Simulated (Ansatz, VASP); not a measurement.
## One calculation of Zr, two programs

File INCAR:

```
SYSTEM = Zr
ALGO     = Normal         ! electronic algorithm
EDIFF    = 1E-6           ! SCF threshold, eV
ENCUT    = 520            ! plane-wave cutoff, eV
GGA      = PE             ! functional
ISIF     = 2              ! what is computed and relaxed
ISMEAR   = -1             ! smearing method
LASPH    = .True.         ! aspherical terms in the spheres
LCHARG   = .False.        ! write CHGCAR
LREAL    = .False.        ! projectors in reciprocal space
LWAVE    = .False.        ! write WAVECAR
NBANDS   = 19             ! bands
NELM     = 100            ! most SCF steps
PREC     = Accurate       ! precision mode
SIGMA    = 0.1            ! smearing width, eV
```

File KPOINTS:

```
k-points
0
Gamma
  6 6 3
  0 0 0
```

Contents of POSCAR:

```
Zr
1.0
    3.2318821451      0.0000000000      0.0000000000
   -1.6159410725      2.7988920397      0.0000000000
    0.0000000000      0.0000000000      5.1741041053
Zr
2
Direct
    0.3333333333      0.6666666667      0.2500000000
    0.6666666667      0.3333333333      0.7500000000
```

Input for Ansatz:

```yaml
crystal:
  lattice:
    - [3.2318821451, 0.0, 0.0]
    - [-1.6159410725, 2.7988920397, 0.0]
    - [0.0, 0.0, 5.1741041053]
  atoms:
    - { symbol: Zr, position: [0.3333333333, 0.6666666667, 0.25] }
    - { symbol: Zr, position: [0.6666666667, 0.3333333333, 0.75] }
hamiltonian:
  xc: pbe
  pseudopotentials:
    kind: paw
    azcp:
      Zr: "pseudopotentials/Zr.paw.azcp"
basis:
  ecutwfc: 420
  fft_grid_basis: typed
kpoints:
  mp_grid: { grid: [6, 6, 3], shift: [0, 0, 0] }
magnetization:
  spin_polarized: false
scf:
  occupations: { method: fermi_dirac, width: 0.1 }
  lower_state_search: "off"
output:
  stress: true
```

Alike in both runs: task single point; functional PBE; k mesh 6 × 6 × 3; occupations fermi-dirac, width 0.1 eV; no spin polarisation.

```csv
,VASP,Ansatz
version,VASP 6.6.1,Ansatz 0.2.0
potentials or method,"VASP PAW PBE potentials, release 64 (Zr_sv), cutoff 520 eV","plane waves (420 eV) with PAW, scalar-relativistic"
valence electrons in the cell,24,24
```

|  | VASP | Ansatz | Ansatz less VASP |
| --- | --- | --- | --- |
| pressure (GPa) | 0.5 | 0.4 | -0.01 |
| traceless stress, the component that is largest in VASP (GPa) | -0.27 | -0.27 | +0.001 |

The functional is the same, so the differences come from potentials, cutoffs and numerics.

The k mesh is coarse, so the values compare programs but aren't converged.
